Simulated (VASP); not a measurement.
**MgS: single point with PBEsol**

Crystal: MgS.

```
Mg S
1.0
     3.26282    0.00000    0.00000
     0.00000    3.26282    0.00000
     0.00000    0.00000    3.26282
Mg S
1 1
Direct
  0.00000 0.00000 0.00000
  0.50000 0.50000 0.50000
```

```yaml
Program: VASP 6.6.1
Task: single point
Functional: PBEsol
Potentials_or_basis: VASP PAW PBE potentials, release 64 (Mg, S)
Cutoff: 600 eV
k_mesh: 6 × 6 × 6
Occupations: methfessel-paxton, width 0.001 eV
Spin: no spin polarisation
Dipole_correction: no
Further_INCAR_settings: ALGO = Normal; EDIFF = 1e-06; NBANDS = 11
```

```
Pressure               : -1.8 GPa
Band gap on the k mesh : zero (band 4 reaches 5.29 eV, above the bottom of band 5 at 5.26 eV)
```

Levels at points of the mesh, in eV from the Fermi level:
```tsv
k point	band 2	band 3	band 4	band 5	band 6	band 7
(0.00, 0.00, 0.00)	-1.28	-1.28	-1.28	0.88	4.35	4.35
(0.50, 0.00, 0.00)	-6.66	-0.52	-0.52	3.86	6.32	7.17
(0.50, 0.50, 0.00)	-5.02	-5.02	-0.37	0.21	7.62	8.43
(0.50, 0.50, 0.50)	-3.74	-3.74	-3.74	1.66	1.66	1.66
```

It took 13 s on 1 thread of AMD EPYC 7R43 64-Core Processor (Zen 3) (shared host), peak memory 0.12 GiB.

Caveat: the PAW data sets were made with another functional, which shifts forces and pressure a little.
